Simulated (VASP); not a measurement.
**TiSi12N16 (a cell with a defect): single point with PBE**

The system is TiSi12N16 (a cell with a defect).

```
CELL_PARAMETERS angstrom
7.66339 0.00000 0.00000
-3.83169 6.63669 0.00000
0.00000 0.00000 5.85228
ATOMIC_POSITIONS crystal
Si 0.23003 0.82295 0.37559
Si 0.40962 0.23544 0.13150
Si 0.82555 0.58986 0.12987
Si 0.17639 0.40744 0.37535
Si 0.59197 0.76914 0.37381
Si 0.76362 0.17316 0.12961
Si 0.23499 0.82571 0.87062
Si 0.40663 0.22973 0.62643
Si 0.82224 0.59145 0.62488
Si 0.17308 0.40901 0.87034
Si 0.58897 0.76341 0.86872
Si 0.76862 0.17593 0.62464
N 0.33303 0.66670 0.36490
N 0.66602 0.33241 0.12725
N 0.96850 0.66581 0.37779
N 0.28177 0.96996 0.12333
N 0.68500 0.71494 0.12067
N 0.33169 0.30164 0.37899
N 0.02963 0.31423 0.12252
N 0.69696 0.02944 0.37658
N 0.33259 0.66647 0.87301
N 0.66558 0.33216 0.63532
N 0.96899 0.68466 0.87771
N 0.30167 0.96943 0.62365
N 0.66687 0.69718 0.62122
N 0.31365 0.28400 0.87955
N 0.03013 0.33312 0.62243
N 0.71689 0.02891 0.87690
Ti 0.99931 0.99943 0.00003
```

| Property | Result |
| --- | --- |
| Program | VASP 6.6.1 |
| Task | single point |
| Functional | PBE |
| Potentials or basis | VASP PAW PBE potentials, release 64 (Si, N, Ti_sv) |
| Cutoff | 520 eV |
| k mesh | 1 × 1 × 1, shifted |
| Occupations | fermi-dirac, width 0.01 eV |
| Spin | no spin polarisation |
| Dipole correction | no |
| Charge | 2 |
| Further INCAR settings | LREAL = Auto; ALGO = Normal; EDIFF = 1e-06; NBANDS = 90; NELECT = 138.0 |

* Largest force: 0.152 eV/Å

Forces in eV/Å, atoms in the order of the input:
```
Si  -0.038 -0.082  0.034
Si  -0.127  0.031 -0.010
Si  -0.046 -0.068 -0.017
Si   0.033  0.041 -0.021
Si   0.055 -0.142  0.009
Si   0.079  0.060 -0.076
Si  -0.078 -0.058  0.078
Si  -0.053  0.141 -0.013
Si  -0.033 -0.046  0.018
Si   0.042  0.071  0.019
Si   0.131 -0.027  0.012
Si   0.034  0.084 -0.034
N   -0.045 -0.004  0.092
N    0.032  0.036 -0.086
N    0.104  0.085 -0.033
N    0.084 -0.083 -0.057
N    0.003  0.024  0.092
N    0.042  0.018 -0.041
N   -0.068 -0.092  0.010
N   -0.020  0.100  0.074
N   -0.032 -0.038  0.084
N    0.048  0.008 -0.092
N    0.068  0.093 -0.012
N    0.020 -0.098 -0.073
N   -0.040 -0.016  0.045
N   -0.001 -0.028 -0.093
N   -0.102 -0.086  0.033
N   -0.086  0.083  0.055
Ti  -0.006 -0.006  0.003
```

Levels at points of the mesh, in eV from the Fermi level:
```tsv
k point	band 65	band 66	band 67	band 68	band 69	band 70	band 71	band 72
(0.25, 0.25, 0.25)	-3.24	-3.04	-2.85	-2.69	-0.07	0.00	0.33	1.69
```

Wall time 6.1 min on 1 thread of Intel(R) Xeon(R) Platinum 8488C (Sapphire Rapids), with other jobs on the host, peak memory 0.47 GiB.

Caveat: the k points lie up to 0.54 Å⁻¹ apart; the cell carries a net charge on a neutralising background, which shifts energy and pressure; the cell is charged against a uniform background, so pressure and absolute levels hang on convention.
